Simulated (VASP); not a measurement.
Crystal: Ge3I.

```
Ge I
1.0
     6.05374    0.00000    0.00000
     0.00000    4.06042    2.14549
     0.00000   -4.06042    2.14549
Ge I
3 1
Direct
  0.00000 0.26765 0.88384
  0.00000 0.88384 0.26765
  0.50000 0.20785 0.20785
  0.00000 0.59007 0.59007
```

The cell was generated, and may not be a known phase.

```yaml
Program: VASP 6.6.1
Task: relaxation of cell and atoms
Functional: PBE
Potentials_or_basis: VASP PAW PBE potentials, release 64 (Ge_d, I)
Cutoff: 600 eV
k_mesh: 3 × 5 × 5
Occupations: gaussian, width 0.2 eV
Spin: no spin polarisation
```

At the start: pressure 21.4 GPa; volume 26.37 Å³/atom.

**Question.** How do energy, volume and symmetry change on relaxing?

**Answer.** Over 17 steps the energy falls by 1411.6 meV/atom and the volume is 28.44 Å³/atom (+7.9 %); space group Amm2 (No. 38, to 0.1 Å) before and after.

Step by step:
| step | energy change (eV) | largest force (eV/Å) | pressure (GPa) | volume (Å³) |
| --- | --- | --- | --- | --- |
| 1 | 0.0000 | 2.4384 | 21.37 | 105.48 |
| 2 | -3.4741 | 0.3391 | -5.10 | 162.91 |
| 3 | -3.7070 | 0.2245 | -2.33 | 140.84 |
| 4 | -3.7235 | 0.2046 | -3.15 | 145.10 |
| 5 | -3.7230 | 0.2088 | -2.96 | 143.85 |
| 6 | -4.2300 | 0.3798 | -2.55 | 133.42 |
| 7 | -5.2223 | 1.1963 | 4.54 | 101.64 |
| 8 | -5.2013 | 1.0568 | 0.45 | 110.74 |
| 9 | -5.2695 | 1.1323 | 2.25 | 105.92 |
| 10 | -5.4328 | 0.5592 | 2.11 | 107.16 |
| 11 | -5.4453 | 0.6344 | 1.90 | 106.99 |
| 12 | -5.5529 | 0.3878 | -0.65 | 114.01 |
| 13 | -5.5563 | 0.4138 | -1.23 | 115.68 |
| 14 | -5.6085 | 0.2676 | -0.26 | 113.74 |
| 15 | -5.6166 | 0.1487 | 0.39 | 112.53 |
| 16 | -5.6413 | 0.0832 | 0.31 | 113.31 |
| 17 | -5.6463 | 0.0597 | 0.31 | 113.77 |

Final structure:
```
Ge I
1.0
     4.21910    0.00000    0.00000
     0.00000    4.86878    2.76913
     0.00000   -4.86878    2.76913
Ge I
3 1
Direct
  0.00000 0.24673 0.92607
  0.00000 0.92607 0.24673
  0.50000 0.15466 0.15466
  0.00000 0.62196 0.62196
```

Caveat: a cell axis changed by over 15 % at a fixed basis, so the end point is rough; an odd number of electrons without spin polarisation forces a metal; a magnetic or distorted state may lie lower; the relaxation stopped at a loose force limit of 0.08 eV/Å, so its end isn't a converged minimum.
